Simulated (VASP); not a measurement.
Set up this calculation in VASP 6.6.1, as the native input.

| Item | Value |
| --- | --- |
| Task | single point |
| Functional | RPBE |
| Potentials or basis | VASP PAW PBE potentials, release 64 (Zn) |
| Cutoff | 520 eV |
| k mesh | 9 × 9 × 13 |
| Occupations | fermi-dirac, width 0.1 eV |
| Spin | no spin polarisation |
| Dipole correction | no |
| Further INCAR settings | ALGO = Normal; EDIFF = 1e-07; NBANDS = 25 |

The structure of Zn lies in POSCAR:

```
Zn
1.0
    4.5561106583      0.0000000000      0.0000000000
   -2.2780553291      3.9457075725      0.0000000000
    0.0000000000      0.0000000000      2.7309143585
Zn
3
Direct
    0.0000000000      1.0000000000      0.0000000000
    0.3333333333      0.6666666667      0.5000000000
    0.6666666667      0.3333333333      0.5000000000
```

The input as run:

INCAR

```
SYSTEM = Zn
ALGO = Normal
EDIFF = 1E-7
ENCUT = 520
GGA = RP
ISIF = 2
ISMEAR = -1
LASPH = .TRUE.
LCHARG = .TRUE.
LELF = .TRUE.
LREAL = .FALSE.
LVHAR = .TRUE.
LWAVE = .FALSE.
NBANDS = 25
NELM = 60
PREC = Accurate
SIGMA = 0.1
```

KPOINTS

```
k-points
0
G
  9 9 13
  0 0 0
```

Potentials or basis: VASP PAW PBE potentials, release 64 (Zn).

Command:

```bash
$ cat potpaw_PBE.64/Zn/POTCAR > POTCAR
$ mpirun -np 1 vasp_std > vasp.out
```

Results of the run:

```
Pressure               : 0.1 GPa
Band gap on the k mesh : zero (band 18 reaches 6.79 eV, above the bottom of band 19 at 1.66 eV)
```

Caveat: the PAW data sets were made with another functional, which shifts forces and pressure a little.

Run time: 33 s on 1 thread of Intel(R) Xeon(R) 6975P-C (Granite Rapids), on a shared host, peak memory 0.21 GiB.
